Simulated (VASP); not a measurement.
**AlN: single point with PBE**

The system is AlN.

```xyz
4
Lattice="3.1110 0.0000 0.0000 -1.5555 2.6942 0.0000 0.0000 0.0000 4.9780" Properties=species:S:1:pos:R:3 pbc="T T T"
Al    0.0000    1.7661    0.0000
Al    1.5555    0.9281    2.4890
N     0.0000    1.8229    1.9165
N     1.5555    0.8713    4.4055
```

This cell differs from its parent crystal: mode 4 (239.4 1/cm) frozen in, largest displacement +0.030 Å.

| Item | Value |
| --- | --- |
| Program | VASP 6.6.1 |
| Task | single point |
| Functional | PBE |
| Potentials or basis | VASP PAW PBE potentials, release 64 (Al, N) |
| Cutoff | 520 eV |
| k mesh | 12 × 12 × 6 |
| Occupations | gaussian, width 0.05 eV |
| Spin | no spin polarisation |

- Pressure: 3.8 GPa
- Largest force: 0.251 eV/Å
- Band gap on the k mesh: 4.15 eV, direct

Forces on the atoms (eV/Å):
```
Al   0.000  0.167  0.187
Al   0.000 -0.167  0.187
N    0.000 -0.082 -0.187
N    0.000  0.082 -0.187
```

Stress tensor (GPa, compression positive):
```
4.30 0.00 0.00
0.00 4.42 0.00
0.00 0.00 2.60
```

Levels at points of the mesh, in eV from the valence-band top:
```tsv
k point	band 6	band 7	band 8	band 9	band 10	band 11
(0.00, 0.00, 0.00)	-0.34	-0.26	0.00	4.15	6.61	10.59
(0.50, 0.00, 0.00)	-2.17	-1.75	-0.77	5.69	5.79	8.09
(0.00, 0.50, 0.00)	-2.18	-1.91	-0.79	5.71	5.96	8.17
(0.00, 0.00, 0.50)	-0.65	-0.62	-0.62	6.43	6.43	10.27
(0.50, 0.00, 0.50)	-1.56	-1.40	-1.40	5.29	5.29	9.16
(0.00, 0.50, 0.50)	-1.56	-1.35	-1.35	5.22	5.22	9.20
```

Run time: 30 s on 1 thread of Intel(R) Xeon(R) 6975P-C (Granite Rapids), with other jobs on the host, peak memory 0.22 GiB.

Caveat: the cell differs from its parent crystal (mode 4 (239.4 1/cm) frozen in, largest displacement +0.030 Å). A k mesh can miss the band edges.
